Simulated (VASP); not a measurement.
# FeSi (P2_13) in VASP: further runs

FeSi is run at these levels: PBE; tasks: single point.

Everything below comes from runs of VASP 6.6.1. Logs are shortened: lines on timing, memory, paths and dates and some standing lists are left out, and cuts for length are marked.

## Step 1: The cell of the first run

It takes space group P2_13 (No. 198, cubic). The conventional cell has a = 4.478 Å, b = 4.478 Å, c = 4.478 Å, α = 90.00°, β = 90.00°, γ = 90.00°. Within 3.0 Å of Fe (site symmetry 3) lie 7 Si at 2.29 to 2.53 Å and 6 Fe at 2.74 Å. Within 3.0 Å of Si (site symmetry 3) lie 7 Fe at 2.29 to 2.53 Å and 6 Si at 2.78 Å.

## Step 2: Single point, PBE (volume scaled by 1.020)

Input file INCAR:

```
PREC = Accurate ; ENCUT = 520
EDIFF = 1E-6 ; ISMEAR = 0
SIGMA = 0.05 ; LREAL = False
LASPH = True ; NELM = 100
ALGO = Normal ; ISIF = 2
LWAVE = False ; LCHARG = False
GGA = PE ; NBANDS = 34
```

Input file KPOINTS:

```
regular mesh
0
Gamma
  8 8 8
```

Input file POSCAR:

```
FeSi
1.0
    4.4775083621      0.0000000000      0.0000000000
    0.0000000000      4.4775083621      0.0000000000
    0.0000000000      0.0000000000      4.4775083621
Fe Si
4 4
Direct
    0.1350234691      0.1350234691      0.1350234691
    0.3649765309      0.8649765309      0.6350234691
    0.6350234691      0.3649765309      0.8649765309
    0.8649765309      0.6350234691      0.3649765309
    0.8402797354      0.8402797354      0.8402797354
    0.6597202646      0.1597202646      0.3402797354
    0.3402797354      0.6597202646      0.1597202646
    0.1597202646      0.3402797354      0.6597202646
```

Potentials or basis: VASP PAW PBE potentials, release 64 (Fe, Si).

Started as:

```sh
$ cat potpaw_PBE.64/Fe/POTCAR potpaw_PBE.64/Si/POTCAR > POTCAR
$ mpirun -np 1 vasp_std > vasp.out
```

OUTCAR:

```text
PREC = Accurate
   ENCUT = 520
   EDIFF = 1E-6
   ISMEAR = 0
   LREAL = False
   LASPH = True
   NELM = 100
   ISIF = 2
   GGA = PE

 ion  position               nearest neighbor table
   1  0.135  0.135  0.135-   5 2.29   6 2.32   7 2.32   8 2.32   7 2.53   8 2.53   6 2.53   3 2.74
                             4 2.74   2 2.74   2 2.74   4 2.74   3 2.74
   2  0.365  0.865  0.635-   6 2.29   5 2.32   7 2.32   8 2.32   7 2.53   8 2.53   5 2.53   1 2.74
                             1 2.74   3 2.74   3 2.74   4 2.74   4 2.74
   3  0.635  0.365  0.865-   7 2.29   6 2.32   5 2.32   8 2.32   8 2.53   6 2.53   5 2.53   1 2.74
                             4 2.74   2 2.74   2 2.74   4 2.74   1 2.74
   4  0.865  0.635  0.365-   8 2.29   6 2.32   7 2.32   5 2.32   6 2.53   5 2.53   7 2.53   1 2.74
                             3 2.74   2 2.74   1 2.74   2 2.74   3 2.74
   5  0.840  0.840  0.840-   1 2.29   2 2.32   3 2.32   4 2.32   3 2.53   4 2.53   2 2.53   6 2.78
                             7 2.78   8 2.78   6 2.78   8 2.78   7 2.78
   6  0.660  0.160  0.340-   2 2.29   1 2.32   3 2.32   4 2.32   3 2.53   4 2.53   1 2.53   8 2.78
                             5 2.78   5 2.78   7 2.78   7 2.78   8 2.78
   7  0.340  0.660  0.160-   3 2.29   2 2.32   1 2.32   4 2.32   4 2.53   2 2.53   1 2.53   8 2.78
                             5 2.78   8 2.78   6 2.78   6 2.78   5 2.78
   8  0.160  0.340  0.660-   4 2.29   2 2.32   3 2.32   1 2.32   2 2.53   1 2.53   3 2.53   7 2.78
                             5 2.78   7 2.78   5 2.78   6 2.78   6 2.78

  LATTYP: Found a simple cubic cell.
 ALAT       =     4.4775083621

  Lattice vectors:

 A1 = (   4.4775083621,   0.0000000000,   0.0000000000)
 A2 = (   0.0000000000,   4.4775083621,   0.0000000000)
 A3 = (   0.0000000000,   0.0000000000,   4.4775083621)

Analysis of symmetry for initial positions (statically):
=====================================================================
 Subroutine PRICEL returns:
 Original cell was already a primitive cell.

 Routine SETGRP: Setting up the symmetry group for a
 simple cubic supercell.

 Subroutine GETGRP returns: Found 12 space group operations
 (whereof  3 operations were pure point group operations)
 out of a pool of 48 trial point group operations.

The static configuration has the point symmetry C_3 .
 The point group associated with its full space group is T   .

Analysis of symmetry for dynamics (positions and initial velocities):
=====================================================================
 Subroutine PRICEL returns:
 Original cell was already a primitive cell.

 Routine SETGRP: Setting up the symmetry group for a
 simple cubic supercell.

 Subroutine GETGRP returns: Found 12 space group operations
 (whereof  3 operations were pure point group operations)
 out of a pool of 48 trial point group operations.

The dynamic configuration has the point symmetry C_3 .
 The point group associated with its full space group is T   .

 Subroutine INISYM returns: Found 12 space group operations
 (whereof  3 operations are pure point group operations),
 and found     1 'primitive' translations

----------------------------------------------------------------------------------------

                                     Primitive cell

  volume of cell :      89.7655

  direct lattice vectors                    reciprocal lattice vectors
     4.477508362  0.000000000  0.000000000     0.223338500  0.000000000  0.000000000
     0.000000000  4.477508362  0.000000000     0.000000000  0.223338500  0.000000000
     0.000000000  0.000000000  4.477508362     0.000000000  0.000000000  0.223338500

  length of vectors
     4.477508362  4.477508362  4.477508362     0.223338500  0.223338500  0.223338500

  position of ions in fractional coordinates (direct lattice)
     0.135023469  0.135023469  0.135023469
     0.364976531  0.864976531  0.635023469
     0.635023469  0.364976531  0.864976531
     0.864976531  0.635023469  0.364976531
     0.840279735  0.840279735  0.840279735
     0.659720265  0.159720265  0.340279735
     0.340279735  0.659720265  0.159720265
     0.159720265  0.340279735  0.659720265

  ion indices of the primitive-cell ions
   primitive index   ion index
                 1           1
                 2           2
                 3           3
                 4           4
                 5           5
                 6           6
                 7           7
                 8           8

----------------------------------------------------------------------------------------

 KPOINTS: regular mesh

Automatic generation of k-mesh.
 Grid dimensions read from file:
 generate k-points for:    8    8    8

 Generating k-lattice:

  Cartesian coordinates                     Fractional coordinates (reciprocal lattice)
     0.027917312  0.000000000  0.000000000     0.125000000  0.000000000  0.000000000
     0.000000000  0.027917312  0.000000000     0.000000000  0.125000000  0.000000000
     0.000000000  0.000000000  0.027917312     0.000000000  0.000000000  0.125000000

  Length of vectors
     0.027917312  0.027917312  0.027917312

  Shift w.r.t. Gamma in fractional coordinates (k-lattice)
     0.000000000  0.000000000  0.000000000

 Subroutine IBZKPT returns following result:
 ===========================================

 Found     45 irreducible k-points:

 Following reciprocal coordinates:
            Coordinates               Weight
  0.000000  0.000000  0.000000      1.000000
  0.125000  0.000000  0.000000      6.000000
  0.250000  0.000000  0.000000      6.000000
  0.375000  0.000000  0.000000      6.000000
  0.500000  0.000000  0.000000      3.000000
  0.125000  0.125000  0.000000     12.000000
[... 16 lines left out ...]
  0.250000  0.125000  0.125000     24.000000
  0.375000  0.125000  0.125000     24.000000
 [... further k-points ...]
   k-points           NKPTS =     45   k-points in BZ     NKDIM =     45   number of bands    NBANDS=     34
   number of dos      NEDOS =    301   number of ions     NIONS =      8
   total plane-waves  NPLWV =  46656
   dimension x,y,z NGX =    36 NGY =   36 NGZ =   36
   dimension x,y,z NGXF=    72 NGYF=   72 NGZF=   72
   ions per type =               4   4
   NGX,Y,Z   is equivalent  to a cutoff of  13.37, 13.37, 13.37 a.u.
   NGXF,Y,Z  is equivalent  to a cutoff of  26.73, 26.73, 26.73 a.u.
 SYSTEM =  unknown system
   PREC   = accura    normal or accurate (medium, high low for compatibility)
   ISTART =      0    job   : 0-new  1-cont  2-samecut
   ICHARG =      2    charge: 1-file 2-atom 10-const
   ISPIN  =      1    spin polarized calculation?
   LNONCOLLINEAR =      F non collinear calculations
   LSORBIT =      F    spin-orbit coupling
   LASPH  =      T    aspherical Exc in radial PAW
   ENCUT  =  520.0 eV  38.22 Ry    6.18 a.u.   8.33  8.33  8.33*2*pi/ulx,y,z
   NELM   =    100;   NELMIN=  2; NELMDL= -5     # of ELM steps
   EDIFF  = 0.1E-05   stopping-criterion for ELM
   LREAL  =      F    real-space projection
   EDIFFG = 0.1E-04   stopping-criterion for IOM
   NSW    =      0    number of steps for IOM
   IBRION =     -1    ionic relax: 0-MD 1-quasi-New 2-CG
   NFREE  =      0    steps in history (QN), initial steepest desc. (CG)
   ISIF   =      2    stress and relaxation
   ISYM   =      2    0-nonsym 1-usesym 2-fastsym
   POTIM  = 0.5000    time-step for ionic-motion
   TEBEG  =    0.0;   TEEND  =   0.0 temperature during run
   PSTRESS=    0.0 pullay stress
   NELECT =      48.0000    total number of electrons
   NUPDOWN=      -1.0000    fix difference up-down
   EMIN   =  10.00;   EMAX   =-10.00  energy-range for DOS
   EFERMI =   0.00;   METHOD = LEGACY
   ISMEAR =     0;   SIGMA  =   0.05  broadening in eV -4-tet -1-fermi 0-gaus
   EFERMI_NEDOS =   21; number of points for ismear=-14 and -15
   IALGO  =     38    algorithm
   IMIX   =      4    mixing-type and parameters
     AMIX     =   0.40;   BMIX     =  1.00
     AMIX_MAG =   1.60;   BMIX_MAG =  1.00
  volume/ion in A,a.u.               =      11.22        75.72
  Fermi-wavevector in a.u.,A,eV,Ry     =   1.328777  2.511025 24.023111  1.765649
  Thomas-Fermi vector in A             =   2.457989
   LORBIT       =      0    0 simple, 1 ext, 2 COOP (PROOUT), +10 PAW based schemes
   GGA     = PE    functional components
   LHFCALC =     F    Hartree Fock is set to
   AEXX    =    0.0000 exact exchange contribution
   IVDW    =     0    specifies the selected vdW correction
   LEPSILON=     F    determine dielectric tensor
   LRPA    =     F    only Hartree local field effects (RPA)
 non-spin polarized calculation
 Gauss-broadening in eV      SIGMA  =   0.05
  energy-cutoff  :      520.00
  volume of cell :       89.77
 maximum number of plane-waves:      2469
 NGX is ok and might be reduce to    36
   NGX = 17   NGY = 17   NGZ = 17

 number of electron      47.9999993 magnetization

 Free energy of the ion-electron system (eV)
  ---------------------------------------------------
  ext. energy  EPLUGINS =         0.00000000
  ---------------------------------------------------
  free energy    TOTEN  =       -58.75973341 eV

  energy without entropy =      -58.75919479  energy(sigma->0) =      -58.75946410

 E-fermi :   9.5457     XC(G=0): -12.6999

 val. band max:        9.4628409224   @ k =  -0.1250   0.3750   0.0000
 cond. band min:       9.6261877634   @ k =   0.2500   0.2500   0.0000
 fundamental gap:      0.1633468410
 Fermi energy:         9.5457462587

 k-point     1 :       0.0000    0.0000    0.0000
  band No.  band energies     occupation
      1      -3.6146      2.00000
      2       1.6727      2.00000
      3       1.6727      2.00000
      4       1.6727      2.00000
      5       4.5013      2.00000
      6       4.5013      2.00000
[... 26 lines left out ...]
     33      13.6946      0.00000
     34      13.6946      0.00000

 k-point     2 :       0.1250    0.0000    0.0000
  band No.  band energies     occupation
      1      -3.5004      2.00000
      2       0.9166      2.00000
      3       1.7406      2.00000
      4       2.2352      2.00000
      5       4.0362      2.00000
      6       4.5746      2.00000
[... 26 lines left out ...]
     33      13.8211      0.00000
     34      13.8859      0.00000
[... 775 lines left out ...]
     33      13.8797      0.00000
     34      14.0419      0.00000

 k-point    24 :       0.3750    0.1250    0.1250
  band No.  band energies     occupation
      1      -2.3948      2.00000
      2      -0.8059      2.00000
      3       1.7011      2.00000
      4       2.6011      2.00000
      5       3.5684      2.00000
      6       4.2878      2.00000
[... 26 lines left out ...]
     33      13.5949      0.00000
     34      14.3371      0.00000

 [... further k-points ...]
[... 5 lines left out ...]
  --------------------------------------------------------------------------------------
  -------------------------------------------------------------------------------------
  Total       -2.2201341     -2.2201341     -2.2201341      0.0000000      0.0000000      0.0000000
  in kB      -39.6260303    -39.6260303    -39.6260303      0.0000000      0.0000000      0.0000000
  external PRESSURE =     -39.6260303 kB  Pullay stress =       0.0000000 kB

 VOLUME and BASIS-vectors are now :
 -----------------------------------------------------------------------------
  energy-cutoff  :      520.00
  volume of cell :       89.77
      direct lattice vectors                 reciprocal lattice vectors
     4.477508362  0.000000000  0.000000000     0.223338500  0.000000000  0.000000000
     0.000000000  4.477508362  0.000000000     0.000000000  0.223338500  0.000000000
     0.000000000  0.000000000  4.477508362     0.000000000  0.000000000  0.223338500

 POSITION                                       TOTAL-FORCE (eV/Angst)
 -----------------------------------------------------------------------------------
      0.60457      0.60457      0.60457         0.019391      0.019391      0.019391
      1.63419      3.87294      2.84332        -0.019391     -0.019391      0.019391
      2.84332      1.63419      3.87294         0.019391     -0.019391     -0.019391
      3.87294      2.84332      1.63419        -0.019391      0.019391     -0.019391
      3.76236      3.76236      3.76236         0.002421      0.002421      0.002421
      2.95390      0.71515      1.52361        -0.002421     -0.002421      0.002421
      1.52361      2.95390      0.71515         0.002421     -0.002421     -0.002421
      0.71515      1.52361      2.95390        -0.002421      0.002421     -0.002421
 -----------------------------------------------------------------------------------
    total drift:                               -0.000000     -0.000001     -0.000000

  FREE ENERGIE OF THE ION-ELECTRON SYSTEM (eV)
  ---------------------------------------------------
  free  energy   TOTEN  =       -58.7597334088 eV

  energy  without entropy=      -58.7591947931  energy(sigma->0) =      -58.75946410
```

Wall time 73 s (1 thread of Intel Xeon 6975P-C (Granite Rapids), shared host); peak memory 0.25 GiB.

What came out:

```yaml
Free_energy: -58.7597 eV
Pressure: -4.0 GPa
Largest_force: 0.034 eV/Å
Band_gap_on_the_k_mesh: 0.16 eV, indirect (least direct gap 0.17 eV)
```

Forces in eV/Å, atoms in the order of the input:
```
Fe   0.019  0.019  0.019
Fe  -0.019 -0.019  0.019
Fe   0.019 -0.019 -0.019
Fe  -0.019  0.019 -0.019
Si   0.002  0.002  0.002
Si  -0.002 -0.002  0.002
Si   0.002 -0.002 -0.002
Si  -0.002  0.002 -0.002
```

Levels at points of the mesh, in eV from the valence-band top:
```tsv
k point	band 20	band 21	band 22	band 23	band 24	band 25	band 26	band 27	band 28	band 29
(0.00, 0.00, 0.00)	-0.28	-0.28	-0.28	-0.04	-0.04	0.64	0.64	0.64	2.94	2.94
(0.50, 0.00, 0.00)	-1.20	-0.36	-0.36	-0.01	-0.01	0.20	0.20	1.69	1.69	2.14
(0.50, 0.50, 0.00)	-1.22	-0.99	-0.99	-0.34	-0.34	0.63	0.63	1.26	1.26	2.62
(0.50, 0.50, 0.50)	-0.71	-0.64	-0.64	-0.64	-0.64	0.49	0.49	0.49	0.49	5.51
```

## Step 3: Single point, PBE (volume scaled by 1.040)

Input file INCAR:

```
SYSTEM = FeSi
PREC = Accurate ; ENCUT = 520
EDIFF = 1E-7 ; ISMEAR = 0
SIGMA = 0.05 ; LREAL = .False.
LASPH = .True. ; NELM = 80
ALGO = Normal ; ISIF = 2
LWAVE = .False. ; LCHARG = .False.
GGA = PE ; NBANDS = 34
```

Input file KPOINTS:

```
Automatic mesh
0
Gamma
  8 8 8
  0 0 0
```

Input file POSCAR:

```
FeSi
1.0
    4.5065839064      0.0000000000      0.0000000000
    0.0000000000      4.5065839064      0.0000000000
    0.0000000000      0.0000000000      4.5065839064
Fe Si
4 4
Direct
    0.1339769284      0.1339769284      0.1339769284
    0.3660230716      0.8660230716      0.6339769284
    0.6339769284      0.3660230716      0.8660230716
    0.8660230716      0.6339769284      0.3660230716
    0.8398240463      0.8398240463      0.8398240463
    0.6601759537      0.1601759537      0.3398240463
    0.3398240463      0.6601759537      0.1601759537
    0.1601759537      0.3398240463      0.6601759537
```

Potentials or basis: VASP PAW PBE potentials, release 64 (Fe, Si).

Started as:

```sh
$ cat potpaw_PBE.64/Fe/POTCAR potpaw_PBE.64/Si/POTCAR > POTCAR
$ mpirun -np 1 vasp_std > vasp.out
```

Wall time 87 s (1 thread of Intel Xeon 6975P-C (Granite Rapids), shared host); peak memory 0.27 GiB.

Results (log left out):

```
Free energy            : -58.6945 eV
Pressure               : -7.6 GPa
Largest force          : 0.032 eV/Å
Band gap on the k mesh : 0.16 eV, indirect (least direct gap 0.17 eV)
```

Forces in eV/Å, atoms in the order of the input:
```
Fe   0.019  0.019  0.019
Fe  -0.019 -0.019  0.019
Fe   0.019 -0.019 -0.019
Fe  -0.019  0.019 -0.019
Si   0.002  0.002  0.002
Si  -0.002 -0.002  0.002
Si   0.002 -0.002 -0.002
Si  -0.002  0.002 -0.002
```

Levels at points of the mesh, in eV from the valence-band top:
```tsv
k point	band 20	band 21	band 22	band 23	band 24	band 25	band 26	band 27	band 28	band 29
(0.00, 0.00, 0.00)	-0.27	-0.27	-0.27	-0.03	-0.03	0.63	0.63	0.63	2.86	2.86
(0.50, 0.00, 0.00)	-1.16	-0.35	-0.35	-0.01	-0.01	0.20	0.20	1.65	1.65	2.07
(0.50, 0.50, 0.00)	-1.19	-0.96	-0.96	-0.33	-0.33	0.62	0.62	1.23	1.23	2.54
(0.50, 0.50, 0.50)	-0.69	-0.62	-0.62	-0.62	-0.62	0.48	0.48	0.48	0.48	5.39
```
